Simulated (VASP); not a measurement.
# Ta2N (P-31m) in VASP: a series of runs

Ta2N is run at these levels: LDA; tasks: single point.

Everything below comes from runs of VASP 6.6.1. Logs are shortened: lines on timing, memory, paths and dates and some standing lists are left out, and cuts for length are marked.

## 1. The cell of the first run

It takes space group P-31m (No. 162, trigonal). The conventional cell has a = 5.229 Å, b = 5.229 Å, c = 4.884 Å, α = 90.00°, β = 90.00°, γ = 120.00°. Ta (site symmetry m) has 3 N at 2.12 to 2.14 Å within 2.8 Å. Within 2.8 Å of N (site symmetry 32) lie 6 Ta at 2.14 Å. Within 2.8 Å of N (site symmetry -3m) lie 6 Ta at 2.12 Å.

## 2. Single point, LDA

Input file INCAR:

```
SYSTEM = Ta2N
PREC = Accurate
ENCUT = 520
EDIFF = 1E-6
ISMEAR = 0
SIGMA = 0.1
LREAL = .FALSE.
LASPH = .TRUE.
NELM = 60
ALGO = Normal
ISIF = 2
LWAVE = .FALSE.
LCHARG = .TRUE.
GGA = CA
LELF = .TRUE.
LVHAR = .TRUE.
NBANDS = 50
```

Input file KPOINTS:

```
regular mesh
0
G
  12 12 8
  0 0 0
```

Input file POSCAR:

```
Ta2N
1.0
    5.2286385705      0.0000000000      0.0000000000
   -2.6143192852      4.5281338293      0.0000000000
    0.0000000000      0.0000000000      4.8837120477
Ta N
6 3
Direct
    0.6667781643      0.6667781643      0.7527187115
    0.0000000000      0.3332218357      0.7527187115
    0.3332218357      0.0000000000      0.7527187115
    0.3332218357      0.3332218357      0.2472812885
    0.0000000000      0.6667781643      0.2472812885
    0.6667781643      0.0000000000      0.2472812885
    0.6666666667      0.3333333333      0.5000000000
    0.3333333333      0.6666666667      0.5000000000
    0.0000000000      0.0000000000      0.0000000000
```

Potentials or basis: VASP PAW LDA potentials, release 64 (Ta_pv, N).

Run with:

```console
> cat potpaw_LDA.64/Ta_pv/POTCAR potpaw_LDA.64/N/POTCAR > POTCAR
> mpirun -np 1 vasp_std > vasp.out
```

OUTCAR:

```text
SYSTEM = Ta2N
   PREC = Accurate
   ENCUT = 520
   EDIFF = 1E-6
   ISMEAR = 0
   LREAL = .FALSE.
   LASPH = .TRUE.
   NELM = 60
   ISIF = 2
   GGA = CA

 ion  position               nearest neighbor table
   1  0.667  0.667  0.753-   9 2.12   8 2.14   7 2.14   5 2.98   6 2.98   4 2.98   3 3.02   2 3.02
                             3 3.02   2 3.02   2 3.02   3 3.02   5 3.02   6 3.02   4 3.02
   2  0.000  0.333  0.753-   9 2.12   7 2.14   8 2.14   4 2.98   6 2.98   5 2.98   3 3.02   1 3.02
                             1 3.02   3 3.02   1 3.02   3 3.02   4 3.02   6 3.02   5 3.02
   3  0.333  0.000  0.753-   9 2.12   8 2.14   7 2.14   4 2.98   5 2.98   6 2.98   2 3.02   1 3.02
                             1 3.02   2 3.02   2 3.02   1 3.02   4 3.02   5 3.02   6 3.02
   4  0.333  0.333  0.247-   9 2.12   7 2.14   8 2.14   2 2.98   3 2.98   1 2.98   6 3.02   5 3.02
                             6 3.02   5 3.02   5 3.02   6 3.02   2 3.02   3 3.02   1 3.02
   5  0.000  0.667  0.247-   9 2.12   8 2.14   7 2.14   1 2.98   3 2.98   2 2.98   6 3.02   4 3.02
                             4 3.02   6 3.02   4 3.02   6 3.02   1 3.02   3 3.02   2 3.02
   6  0.667  0.000  0.247-   9 2.12   7 2.14   8 2.14   1 2.98   2 2.98   3 2.98   5 3.02   4 3.02
                             4 3.02   5 3.02   5 3.02   4 3.02   1 3.02   2 3.02   3 3.02
   7  0.667  0.333  0.500-   2 2.14   6 2.14   3 2.14   5 2.14   4 2.14   1 2.14
   8  0.333  0.667  0.500-   5 2.14   3 2.14   6 2.14   2 2.14   1 2.14   4 2.14
   9  0.000  0.000  0.000-   3 2.12   6 2.12   5 2.12   2 2.12   1 2.12   4 2.12

  LATTYP: Found a hexagonal cell.
 ALAT       =     5.2286385705
 C/A-ratio  =     0.9340312936

  Lattice vectors:

 A1 = (   5.2286385705,   0.0000000000,   0.0000000000)
 A2 = (  -2.6143192852,   4.5281338293,   0.0000000000)
 A3 = (   0.0000000000,   0.0000000000,   4.8837120477)

Analysis of symmetry for initial positions (statically):
=====================================================================
 Subroutine PRICEL returns:
 Original cell was already a primitive cell.

 Routine SETGRP: Setting up the symmetry group for a
 hexagonal supercell.

 Subroutine GETGRP returns: Found 12 space group operations
 (whereof 12 operations were pure point group operations)
 out of a pool of 24 trial point group operations.

The static configuration has the point symmetry D_3d.

Analysis of symmetry for dynamics (positions and initial velocities):
=====================================================================
 Subroutine PRICEL returns:
 Original cell was already a primitive cell.

 Routine SETGRP: Setting up the symmetry group for a
 hexagonal supercell.

 Subroutine GETGRP returns: Found 12 space group operations
 (whereof 12 operations were pure point group operations)
 out of a pool of 24 trial point group operations.

The dynamic configuration has the point symmetry D_3d.

 Subroutine INISYM returns: Found 12 space group operations
 (whereof 12 operations are pure point group operations),
 and found     1 'primitive' translations

----------------------------------------------------------------------------------------

                                     Primitive cell

  volume of cell :     115.6266

  direct lattice vectors                    reciprocal lattice vectors
     5.228638571  0.000000000  0.000000000     0.191254375  0.110420765  0.000000000
    -2.614319285  4.528133829  0.000000000     0.000000000  0.220841529  0.000000000
     0.000000000  0.000000000  4.883712048     0.000000000  0.000000000  0.204762277

  length of vectors
     5.228638571  5.228638571  4.883712048     0.220841529  0.220841529  0.204762277

  position of ions in fractional coordinates (direct lattice)
     0.666778164  0.666778164  0.752718712
     0.000000000  0.333221836  0.752718712
     0.333221836  0.000000000  0.752718712
     0.333221836  0.333221836  0.247281288
     0.000000000  0.666778164  0.247281288
     0.666778164  0.000000000  0.247281288
     0.666666667  0.333333333  0.500000000
     0.333333333  0.666666667  0.500000000
     0.000000000  0.000000000  0.000000000

  ion indices of the primitive-cell ions
   primitive index   ion index
                 1           1
                 2           2
                 3           3
                 4           4
                 5           5
                 6           6
                 7           7
                 8           8
                 9           9

----------------------------------------------------------------------------------------

 KPOINTS: regular mesh

Automatic generation of k-mesh.
 Grid dimensions read from file:
 generate k-points for:   12   12    8

 Generating k-lattice:

  Cartesian coordinates                     Fractional coordinates (reciprocal lattice)
     0.015937865  0.009201730  0.000000000     0.083333333  0.000000000  0.000000000
     0.000000000  0.018403461  0.000000000     0.000000000  0.083333333  0.000000000
     0.000000000  0.000000000  0.025595285     0.000000000  0.000000000  0.125000000

  Length of vectors
     0.018403461  0.018403461  0.025595285

  Shift w.r.t. Gamma in fractional coordinates (k-lattice)
     0.000000000  0.000000000  0.000000000

 Subroutine IBZKPT returns following result:
 ===========================================

 Found    131 irreducible k-points:

 Following reciprocal coordinates:
            Coordinates               Weight
  0.000000  0.000000  0.000000      1.000000
  0.083333 -0.000000  0.000000      6.000000
  0.166667  0.000000  0.000000      6.000000
  0.250000  0.000000  0.000000      6.000000
  0.333333  0.000000  0.000000      6.000000
  0.416667  0.000000  0.000000      6.000000
[... 16 lines left out ...]
  0.250000  0.000000  0.125000     12.000000
  0.333333  0.000000  0.125000     12.000000
 [... further k-points ...]
   k-points           NKPTS =    131   k-points in BZ     NKDIM =    131   number of bands    NBANDS=     50
   number of dos      NEDOS =    301   number of ions     NIONS =      9
   total plane-waves  NPLWV =  57600
   dimension x,y,z NGX =    40 NGY =   40 NGZ =   36
   dimension x,y,z NGXF=    80 NGYF=   80 NGZF=   72
   ions per type =               6   3
   NGX,Y,Z   is equivalent  to a cutoff of  12.72, 12.72, 12.25 a.u.
   NGXF,Y,Z  is equivalent  to a cutoff of  25.44, 25.44, 24.51 a.u.
 SYSTEM =  Ta2N
   PREC   = accura    normal or accurate (medium, high low for compatibility)
   ISTART =      0    job   : 0-new  1-cont  2-samecut
   ICHARG =      2    charge: 1-file 2-atom 10-const
   ISPIN  =      1    spin polarized calculation?
   LNONCOLLINEAR =      F non collinear calculations
   LSORBIT =      F    spin-orbit coupling
   LASPH  =      T    aspherical Exc in radial PAW
   ENCUT  =  520.0 eV  38.22 Ry    6.18 a.u.   9.72  9.72  9.08*2*pi/ulx,y,z
   NELM   =     60;   NELMIN=  2; NELMDL= -5     # of ELM steps
   EDIFF  = 0.1E-05   stopping-criterion for ELM
   LREAL  =      F    real-space projection
   EDIFFG = 0.1E-04   stopping-criterion for IOM
   NSW    =      0    number of steps for IOM
   IBRION =     -1    ionic relax: 0-MD 1-quasi-New 2-CG
   NFREE  =      0    steps in history (QN), initial steepest desc. (CG)
   ISIF   =      2    stress and relaxation
   ISYM   =      2    0-nonsym 1-usesym 2-fastsym
   POTIM  = 0.5000    time-step for ionic-motion
   TEBEG  =    0.0;   TEEND  =   0.0 temperature during run
   PSTRESS=    0.0 pullay stress
   NELECT =      81.0000    total number of electrons
   NUPDOWN=      -1.0000    fix difference up-down
   EMIN   =  10.00;   EMAX   =-10.00  energy-range for DOS
   EFERMI =   0.00;   METHOD = LEGACY
   ISMEAR =     0;   SIGMA  =   0.10  broadening in eV -4-tet -1-fermi 0-gaus
   EFERMI_NEDOS =   21; number of points for ismear=-14 and -15
   IALGO  =     38    algorithm
   IMIX   =      4    mixing-type and parameters
     AMIX     =   0.40;   BMIX     =  1.00
     AMIX_MAG =   1.60;   BMIX_MAG =  1.00
  volume/ion in A,a.u.               =      12.85        86.70
  Fermi-wavevector in a.u.,A,eV,Ry     =   1.453954  2.747574 28.762456  2.113981
  Thomas-Fermi vector in A             =   2.571160
   LORBIT       =      0    0 simple, 1 ext, 2 COOP (PROOUT), +10 PAW based schemes
   GGA     = CA    functional components
   LHFCALC =     F    Hartree Fock is set to
   AEXX    =    0.0000 exact exchange contribution
   IVDW    =     0    specifies the selected vdW correction
   LEPSILON=     F    determine dielectric tensor
   LRPA    =     F    only Hartree local field effects (RPA)
 non-spin polarized calculation
 Gauss-broadening in eV      SIGMA  =   0.10
  energy-cutoff  :      520.00
  volume of cell :      115.63
 maximum number of plane-waves:      3175
   NGX = 19   NGY = 19   NGZ = 19

 number of electron      81.0000007 magnetization

 Free energy of the ion-electron system (eV)
  ---------------------------------------------------
  ext. energy  EPLUGINS =         0.00000000
  ---------------------------------------------------
  free energy    TOTEN  =      -114.08951685 eV

  energy without entropy =     -114.07626778  energy(sigma->0) =     -114.08289231

 E-fermi :   7.7247     XC(G=0): -13.3476

 val. band max:        7.7207397460   @ k =   0.0833   0.0833   0.5000
 cond. band min:       7.7258728304   @ k =   0.3333   0.0833   0.1250
 fundamental gap:      0.0051330844
 Fermi energy:         7.7246811508

 k-point     1 :       0.0000    0.0000    0.0000
  band No.  band energies     occupation
      1     -27.8731      2.00000
      2     -27.4396      2.00000
      3     -27.2438      2.00000
      4     -27.2438      2.00000
      5     -27.2278      2.00000
      6     -27.2278      2.00000
[... 42 lines left out ...]
     49      10.9666      0.00000
     50      11.3980      0.00000
[... 1217 lines left out ...]
     49      10.8478      0.00000
     50      11.3062      0.00000

 [... further k-points ...]

------------------------ aborting loop because EDIFF is reached ----------------------------------------

  FORCE on cell =-STRESS in cart. coord.  units (eV):
  Direction    XX          YY          ZZ          XY          YZ          ZX
  --------------------------------------------------------------------------------------
  -------------------------------------------------------------------------------------
  Total        1.1271777      1.1271777      1.1630471      0.0000000      0.0000000     -0.0000000
  in kB       15.6187064     15.6187064     16.1157295      0.0000000      0.0000000     -0.0000000
  external PRESSURE =      15.7843808 kB  Pullay stress =       0.0000000 kB

 VOLUME and BASIS-vectors are now :
 -----------------------------------------------------------------------------
  energy-cutoff  :      520.00
  volume of cell :      115.63
      direct lattice vectors                 reciprocal lattice vectors
     5.228638571  0.000000000  0.000000000     0.191254375  0.110420765  0.000000000
    -2.614319285  4.528133829  0.000000000     0.000000000  0.220841529  0.000000000
     0.000000000  0.000000000  4.883712048     0.000000000  0.000000000  0.204762277

 POSITION                                       TOTAL-FORCE (eV/Angst)
 -----------------------------------------------------------------------------------
      1.74317      3.01926      3.67606        -0.003429     -0.005939      0.014565
     -0.87115      1.50887      3.67606        -0.003429      0.005939      0.014565
      1.74230      0.00000      3.67606         0.006858      0.000000      0.014565
      0.87115      1.50887      1.20765         0.003429      0.005939     -0.014565
     -1.74317      3.01926      1.20765         0.003429     -0.005939     -0.014565
      3.48634      0.00000      1.20765        -0.006858      0.000000     -0.014565
      2.61432      1.50938      2.44186         0.000000      0.000000     -0.000000
     -0.00000      3.01876      2.44186         0.000000      0.000000     -0.000000
      0.00000      0.00000      0.00000         0.000000      0.000000     -0.000000
 -----------------------------------------------------------------------------------
    total drift:                                0.000000     -0.000000      0.000000

  FREE ENERGIE OF THE ION-ELECTRON SYSTEM (eV)
  ---------------------------------------------------
  free  energy   TOTEN  =      -114.0895168492 eV

  energy  without entropy=     -114.0762677762  energy(sigma->0) =     -114.08289231
```

It took 5.9 min on 1 thread of Intel Xeon 6975P-C (Granite Rapids), shared host; peak memory 0.59 GiB.

Results:

```
Free energy            : -114.0895 eV
Pressure               : 1.6 GPa
Largest force          : 0.016 eV/Å
Band gap on the k mesh : zero (an odd number of electrons rules out a gap without spin polarisation)
```

Forces in eV/Å, atoms in the order of the input:
```
Ta  -0.003 -0.006  0.015
Ta  -0.003  0.006  0.015
Ta   0.007  0.000  0.015
Ta   0.003  0.006 -0.015
Ta   0.003 -0.006 -0.015
Ta  -0.007  0.000 -0.015
N    0.000  0.000  0.000
N    0.000  0.000  0.000
N    0.000  0.000  0.000
```

Caveat: spin-orbit coupling is left out, which moves the levels of the heavy elements.

## 3. Single point, LDA

Input file INCAR:

```
SYSTEM = Ta2N
PREC = Accurate
ENCUT = 520
EDIFF = 1E-6
ISMEAR = -1
SIGMA = 0.15
LREAL = .FALSE.
LASPH = .TRUE.
NELM = 100
ALGO = Normal
ISIF = 2
LWAVE = .FALSE.
LCHARG = .FALSE.
NBANDS = 50
```

KPOINTS is that of step 2.

Input file POSCAR:

```
Ta2N
1.0
    5.2289648623      0.0000000000      0.0000000000
   -2.6144824311      4.5284164062      0.0000000000
    0.0000000000      0.0000000000      4.8859519676
Ta N
6 3
Direct
    0.6669992701      0.6669992701      0.7525787322
    0.0000000000      0.3330007299      0.7525787322
    0.3330007299      0.0000000000      0.7525787322
    0.3330007299      0.3330007299      0.2474212678
    0.0000000000      0.6669992701      0.2474212678
    0.6669992701      0.0000000000      0.2474212678
    0.6666666667      0.3333333333      0.5000000000
    0.3333333333      0.6666666667      0.5000000000
    0.0000000000      0.0000000000      0.0000000000
```

Potentials or basis: VASP PAW LDA potentials, release 64 (Ta_pv, N).

Run with:

```console
> cat potpaw_LDA.64/Ta_pv/POTCAR potpaw_LDA.64/N/POTCAR > POTCAR
> mpirun -np 1 vasp_std > vasp.out
```

Run time: 11 min. Hardware: 1 thread of Intel Xeon Platinum 8488C (Sapphire Rapids), shared host; peak memory 0.58 GiB.

It converged, with:

- Free energy: -114.1994 eV
- Pressure: 1.6 GPa
- Largest force: 0.015 eV/Å
- Band gap on the k mesh: zero (an odd number of electrons rules out a gap without spin polarisation)

Forces on the atoms (eV/Å):
```
Ta  -0.003 -0.004  0.014
Ta  -0.003  0.004  0.014
Ta   0.005  0.000  0.014
Ta   0.003  0.004 -0.014
Ta   0.003 -0.004 -0.014
Ta  -0.005  0.000 -0.014
N    0.000  0.000  0.000
N    0.000  0.000  0.000
N    0.000  0.000  0.000
```

Levels at points of the mesh, in eV from the Fermi level:
```
           k point  band 37  band 38  band 39  band 40  band 41  band 42  band 43  band 44  band 45  band 46
(0.00, 0.00, 0.00)    -1.52    -0.88    -0.47    -0.47    -0.36    -0.13    -0.13     0.73     0.73     1.83
(0.50, 0.00, 0.00)    -2.11    -2.01    -1.36     0.40     0.61     0.95     1.01     1.91     2.33     2.49
(0.00, 0.00, 0.50)    -1.70    -1.70    -1.40    -1.40    -0.99     0.65     0.65     0.84     2.15     2.15
(0.50, 0.00, 0.50)    -2.17    -1.31    -1.25    -0.75    -0.01     0.16     0.22     0.72     1.05     2.79
```

Caveat: spin-orbit coupling is left out, which moves the levels of the heavy elements.
